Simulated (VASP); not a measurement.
Here is a VASP 6.6.1 calculation.

INCAR

```
  ALGO = Fast
  EDIFF = 1E-6
  ENCUT = 520
  GGA = PE
  ISIF = 2
  ISMEAR = 0
  LASPH = T
  LCHARG = T
  LELF = T
  LREAL = F
  LVHAR = T
  LWAVE = F
  NBANDS = 14
  NELM = 80
  PREC = Accurate
  SIGMA = 0.15
```

Contents of KPOINTS:

```
k-points
0
Gamma
  18 18 10
```

File POSCAR:

```
TiAl
1.0
    2.8329971466      0.0000000000      0.0000000000
   -1.4164985733      2.4534474978      0.0000000000
    0.0000000000      0.0000000000      4.5709516324
Ti Al
1 1
Direct
    0.0000000000      0.0000000000      0.0225539627
    0.3333333333      0.6666666667      0.4599878068
```

Potentials or basis: VASP PAW PBE potentials, release 64 (Ti_sv, Al).

Launch:

```console
$ cat potpaw_PBE.64/Ti_sv/POTCAR potpaw_PBE.64/Al/POTCAR > POTCAR
$ mpirun -np 1 vasp_std > vasp.out
```

**Question.** Estimate the pressure.

**Answer.** 10.3 GPa.

**Question.** What does it give for the largest force?

**Answer.** 2.562 eV/Å.

**Question.** Estimate the band gap on the k mesh.

**Answer.** Zero (an odd number of electrons rules out a gap without spin polarisation).

Forces on the atoms (eV/Å):
```
Ti   0.000  0.000 -2.562
Al   0.000  0.000  2.562
```

Caveat: the cell differs from its parent crystal (atoms displaced along a vibrational mode, the cell strained); the stress differs along the axes, from 9 to 14 GPa; forces of over 1 eV/Å act on the atoms, so gaps and moduli don't describe the material at rest.
